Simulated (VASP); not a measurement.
# KRh2 (I4/mmm) in VASP: relaxation of cell and atoms with PBE

Aim: the relaxation of cell and atoms of KRh2 with PBE.

All numbers are computed with VASP 6.6.1; they aren't measurements. Logs are shortened: lines on timing, memory, paths and dates and some standing lists are left out, and cuts for length are marked.

## (1) The cell of the first run

The structure is tetragonal, space group I4/mmm (No. 139). The conventional cell has a = 3.346 Å, b = 3.346 Å, c = 12.095 Å, α = 90.00°, β = 90.00°, γ = 90.00°. Within 4.4 Å of K (site symmetry 4/mmm) lie 4 K at 3.35 Å and 10 Rh at 3.43 to 3.53 Å. Rh (site symmetry 4mm) has 8 Rh at 2.50 to 3.35 Å and 5 K at 3.43 to 3.53 Å within 3.6 Å.

## (2) Relaxation of cell and atoms, PBE

The input, INCAR:

```
SYSTEM = KRh2
PREC = Accurate
ENCUT = 500
EDIFF = 1E-7
ISMEAR = 0
SIGMA = 0.1
LREAL = .FALSE.
LASPH = .TRUE.
NELM = 120
ALGO = Normal
ISIF = 3
LWAVE = .FALSE.
LCHARG = .FALSE.
GGA = PE
IBRION = 2
NSW = 100
EDIFFG = -0.01
GGA_COMPAT = .FALSE.
NELMIN = 4
KPAR = 4
```

The input, KPOINTS:

```
regular mesh
0
G
  20 20 20
  0 0 0
```

The input, POSCAR:

```
KRh2
1.0
   -1.6731729321      1.6731729321      6.0473530324
    1.6731729321     -1.6731729321      6.0473530324
    1.6731729321      1.6731729321     -6.0473530324
K Rh
1 2
Direct
    0.0000000000      0.0000000000      0.0000000000
    0.7162690714      0.7162690714      0.0000000000
    0.2837309286      0.2837309286      0.0000000000
```

Potentials or basis: VASP PAW PBE potentials, release 64 (K_sv, Rh_pv).

Launch:

```sh
cat potpaw_PBE.64/K_sv/POTCAR potpaw_PBE.64/Rh_pv/POTCAR > POTCAR
mpirun -np 4 vasp_std > vasp.out
```

OUTCAR:

```text
SYSTEM = KRh2
   PREC = Accurate
   ENCUT = 500
   EDIFF = 1E-7
   ISMEAR = 0
   LREAL = .FALSE.
   LASPH = .TRUE.
   NELM = 120
   ISIF = 3
   GGA = PE
   IBRION = 2
   NSW = 100
   EDIFFG = -0.01
   NELMIN = 4

 ion  position               nearest neighbor table
   1  0.000  0.000  0.000-   2 3.43   3 3.43   2 3.53   3 3.53   2 3.53   2 3.53   2 3.53   3 3.53
                             3 3.53   3 3.53
   2  0.716  0.716  0.000-   3 2.50   3 2.50   3 2.50   3 2.50   1 3.43   1 3.53   1 3.53   1 3.53
                             1 3.53
   3  0.284  0.284  0.000-   2 2.50   2 2.50   2 2.50   2 2.50   1 3.43   1 3.53   1 3.53   1 3.53
                             1 3.53

  LATTYP: Found a body centered tetragonal cell.
 ALAT       =     3.3463458642
 C/A-ratio  =     3.6143024528

  Lattice vectors:

 A1 = (  -1.6731729321,   1.6731729321,   6.0473530324)
 A2 = (   1.6731729321,  -1.6731729321,   6.0473530324)
 A3 = (   1.6731729321,   1.6731729321,  -6.0473530324)

Analysis of symmetry for initial positions (statically):
=====================================================================
 Subroutine PRICEL returns:
 Original cell was already a primitive cell.

 Routine SETGRP: Setting up the symmetry group for a
 body centered tetragonal supercell.

 Subroutine GETGRP returns: Found 16 space group operations
 (whereof 16 operations were pure point group operations)
 out of a pool of 16 trial point group operations.

The static configuration has the point symmetry D_4h.

Analysis of symmetry for dynamics (positions and initial velocities):
=====================================================================
 Subroutine PRICEL returns:
 Original cell was already a primitive cell.

 Routine SETGRP: Setting up the symmetry group for a
 body centered tetragonal supercell.

 Subroutine GETGRP returns: Found 16 space group operations
 (whereof 16 operations were pure point group operations)
 out of a pool of 16 trial point group operations.

The dynamic configuration has the point symmetry D_4h.

 Subroutine INISYM returns: Found 16 space group operations
 (whereof 16 operations are pure point group operations),
 and found     1 'primitive' translations

----------------------------------------------------------------------------------------

                                     Primitive cell

  volume of cell :      67.7184

  direct lattice vectors                    reciprocal lattice vectors
    -1.673172932  1.673172932  6.047353032     0.000000000  0.298833426  0.082680802
     1.673172932 -1.673172932  6.047353032     0.298833426  0.000000000  0.082680802
     1.673172932  1.673172932 -6.047353032     0.298833426  0.298833426  0.000000000

  length of vectors
     6.493804279  6.493804279  6.493804279     0.310060529  0.310060529  0.422614284

  position of ions in fractional coordinates (direct lattice)
     0.000000000  0.000000000  0.000000000
     0.716269071  0.716269071  0.000000000
     0.283730929  0.283730929  0.000000000

  ion indices of the primitive-cell ions
   primitive index   ion index
                 1           1
                 2           2
                 3           3

----------------------------------------------------------------------------------------

 KPOINTS: regular mesh

Automatic generation of k-mesh.
 Grid dimensions read from file:
 generate k-points for:   20   20   20

 Generating k-lattice:

  Cartesian coordinates                     Fractional coordinates (reciprocal lattice)
     0.000000000  0.014941671  0.004134040     0.050000000 -0.000000000  0.000000000
     0.014941671  0.000000000  0.004134040    -0.000000000  0.050000000  0.000000000
     0.014941671  0.014941671  0.000000000     0.000000000  0.000000000  0.050000000

  Length of vectors
     0.015503026  0.015503026  0.021130714

  Shift w.r.t. Gamma in fractional coordinates (k-lattice)
     0.000000000  0.000000000  0.000000000

 Subroutine IBZKPT returns following result:
 ===========================================

 Found    641 irreducible k-points:

 Following reciprocal coordinates:
            Coordinates               Weight
  0.000000  0.000000  0.000000      1.000000
  0.050000 -0.000000  0.000000      8.000000
  0.100000  0.000000  0.000000      8.000000
  0.150000  0.000000  0.000000      8.000000
  0.200000  0.000000  0.000000      8.000000
  0.250000  0.000000  0.000000      8.000000
[... 16 lines left out ...]
 -0.400000  0.050000 -0.000000     16.000000
 -0.350000  0.050000 -0.000000     16.000000
 [... further k-points ...]
   k-points           NKPTS =    641   k-points in BZ     NKDIM =    641   number of bands    NBANDS=     23
   number of dos      NEDOS =    301   number of ions     NIONS =      3
   total plane-waves  NPLWV = 110592
   dimension x,y,z NGX =    48 NGY =   48 NGZ =   48
   dimension x,y,z NGXF=    96 NGYF=   96 NGZF=   96
   ions per type =               1   2
   NGX,Y,Z   is equivalent  to a cutoff of  12.29, 12.29, 12.29 a.u.
   NGXF,Y,Z  is equivalent  to a cutoff of  24.58, 24.58, 24.58 a.u.
 SYSTEM =  KRh2
   PREC   = accura    normal or accurate (medium, high low for compatibility)
   ISTART =      0    job   : 0-new  1-cont  2-samecut
   ICHARG =      2    charge: 1-file 2-atom 10-const
   ISPIN  =      1    spin polarized calculation?
   LNONCOLLINEAR =      F non collinear calculations
   LSORBIT =      F    spin-orbit coupling
   LASPH  =      T    aspherical Exc in radial PAW
   ENCUT  =  500.0 eV  36.75 Ry    6.06 a.u.  11.84 11.84 11.84*2*pi/ulx,y,z
   NELM   =    120;   NELMIN=  4; NELMDL= -5     # of ELM steps
   EDIFF  = 0.1E-06   stopping-criterion for ELM
   LREAL  =      F    real-space projection
   EDIFFG = -.1E-01   stopping-criterion for IOM
   NSW    =    100    number of steps for IOM
   IBRION =      2    ionic relax: 0-MD 1-quasi-New 2-CG
   NFREE  =      1    steps in history (QN), initial steepest desc. (CG)
   ISIF   =      3    stress and relaxation
   ISYM   =      2    0-nonsym 1-usesym 2-fastsym
   POTIM  = 0.5000    time-step for ionic-motion
   TEBEG  =    0.0;   TEEND  =   0.0 temperature during run
   PSTRESS=    0.0 pullay stress
   NELECT =      39.0000    total number of electrons
   NUPDOWN=      -1.0000    fix difference up-down
   EMIN   =  10.00;   EMAX   =-10.00  energy-range for DOS
   EFERMI =   0.00;   METHOD = LEGACY
   ISMEAR =     0;   SIGMA  =   0.10  broadening in eV -4-tet -1-fermi 0-gaus
   EFERMI_NEDOS =   21; number of points for ismear=-14 and -15
   IALGO  =     38    algorithm
   IMIX   =      4    mixing-type and parameters
     AMIX     =   0.40;   BMIX     =  1.00
     AMIX_MAG =   1.60;   BMIX_MAG =  1.00
  volume/ion in A,a.u.               =      22.57       152.33
  Fermi-wavevector in a.u.,A,eV,Ry     =   1.362053  2.573907 25.241374  1.855189
  Thomas-Fermi vector in A             =   2.488576
   LORBIT       =      0    0 simple, 1 ext, 2 COOP (PROOUT), +10 PAW based schemes
   GGA     = PE    functional components
   LHFCALC =     F    Hartree Fock is set to
   AEXX    =    0.0000 exact exchange contribution
   IVDW    =     0    specifies the selected vdW correction
   LEPSILON=     F    determine dielectric tensor
   LRPA    =     F    only Hartree local field effects (RPA)
 conjugate gradient relaxation of ions
 non-spin polarized calculation
 Gauss-broadening in eV      SIGMA  =   0.10
  energy-cutoff  :      500.00
  volume of cell :       67.72
 maximum number of plane-waves:      1742
   NGX = 23   NGY = 23   NGZ = 23

--------------------------------------- Ionic step        1  -------------------------------------------

 number of electron      39.0000004 magnetization

 Free energy of the ion-electron system (eV)
  ---------------------------------------------------
  ext. energy  EPLUGINS =         0.00000000
  ---------------------------------------------------
  free energy    TOTEN  =       -14.03365223 eV

  energy without entropy =      -14.01161709  energy(sigma->0) =      -14.02263466

------------------------ aborting loop because EDIFF is reached ----------------------------------------

  FORCE on cell =-STRESS in cart. coord.  units (eV):
  Direction    XX          YY          ZZ          XY          YZ          ZX
  --------------------------------------------------------------------------------------
  -------------------------------------------------------------------------------------
  Total        0.2119424      0.2119424      0.0032875      0.0000000      0.0000000      0.0000000
  in kB        5.0144279      5.0144279      0.0777806      0.0000000      0.0000000      0.0000000
  external PRESSURE =       3.3688788 kB  Pullay stress =       0.0000000 kB
[... 133 lines left out ...]
  energy  without entropy=      -14.0184485462  energy(sigma->0) =      -14.02834301

--------------------------------------- Ionic step        5  -------------------------------------------

 number of electron      38.9999997 magnetization

 Free energy of the ion-electron system (eV)
  ---------------------------------------------------
  ext. energy  EPLUGINS =         0.00000000
  ---------------------------------------------------
  free energy    TOTEN  =       -14.03887165 eV

  energy without entropy =      -14.01877992  energy(sigma->0) =      -14.02882579

 E-fermi :   4.6516     XC(G=0): -10.1601

 val. band max:        4.6508244348   @ k =  -0.2000   0.5000   0.1500
 cond. band min:       4.6522209907   @ k =  -0.1500   0.5000   0.1500
 fundamental gap:      0.0013965559
 Fermi energy:         4.6515542850

 k-point     1 :       0.0000    0.0000    0.0000
  band No.  band energies     occupation
      1     -41.7635      2.00000
      2     -41.7635      2.00000
      3     -41.1619      2.00000
      4     -41.1619      2.00000
      5     -41.0185      2.00000
      6     -41.0171      2.00000
[... 613 lines left out ...]
     22       6.9244      0.00000
     23       7.7019      0.00000

 [... further k-points ...]
[... 5 lines left out ...]
  --------------------------------------------------------------------------------------
  -------------------------------------------------------------------------------------
  Total        0.0096077      0.0096077     -0.0271852      0.0000000      0.0000000      0.0000000
  in kB        0.2247789      0.2247789     -0.6360186      0.0000000      0.0000000      0.0000000
  external PRESSURE =      -0.0621536 kB  Pullay stress =       0.0000000 kB
[... 18 lines left out ...]
  FREE ENERGIE OF THE ION-ELECTRON SYSTEM (eV)
  ---------------------------------------------------
  free  energy   TOTEN  =       -14.0388716488 eV

  energy  without entropy=      -14.0187799230  energy(sigma->0) =      -14.02882579

 reached required accuracy - stopping structural energy minimisation
```

It took 26 min on 4 MPI ranks of Intel Xeon Platinum 8488C (Sapphire Rapids), shared host; peak memory 1 GiB.

Results:

| Property | Result |
| --- | --- |
| Free energy | -14.0389 eV |
| Relaxed volume | 22.83 Å³/atom |
| Relaxed cell | a = 6.494 Å, b = 6.494 Å, c = 6.494 Å, α = 149.95°, β = 149.95°, γ = 43.02° |
| Space group after relaxing (to 0.1 Å) | I4/mmm (No. 139) |
| Energy gained by relaxing | 1.7 meV/atom |
| Ionic steps | 5 |
| Pressure after relaxing | 0.0 GPa |
| Band gap on the k mesh | zero (an odd number of electrons rules out a gap without spin polarisation) |

Step by step:
| step | energy change (eV) | largest force (eV/Å) | pressure (GPa) | volume (Å³) |
| --- | --- | --- | --- | --- |
| 1 | 0.0000 | 0.1720 | 0.34 | 67.72 |
| 2 | -0.0033 | 0.1322 | -0.01 | 68.18 |
| 3 | -0.0046 | 0.0814 | -0.38 | 68.68 |
| 4 | -0.0046 | 0.0871 | 0.38 | 68.28 |
| 5 | -0.0052 | 0.0013 | -0.01 | 68.48 |

Final structure:
```
K Rh
1.0
    -1.68341    1.68341    6.04136
     1.68341   -1.68341    6.04136
     1.68341    1.68341   -6.04136
K Rh
1 2
Direct
  0.00000 0.00000 0.00000
  0.71805 0.71805 0.00000
  0.28195 0.28195 0.00000
```

Levels at points of the mesh, in eV from the Fermi level:
```
           k point  band 18  band 19  band 20  band 21  band 22  band 23
(0.00, 0.00, 0.00)    -0.99    -0.99     0.21     1.04     1.69     2.27
(0.50, 0.00, 0.00)    -0.37     0.35     0.37     0.47     0.79     3.28
(0.50, 0.50, 0.00)    -1.20    -0.74    -0.74     1.83     2.08     2.41
(0.50, 0.50, 0.50)    -1.30    -0.99    -0.99     0.23     1.69     4.65
```
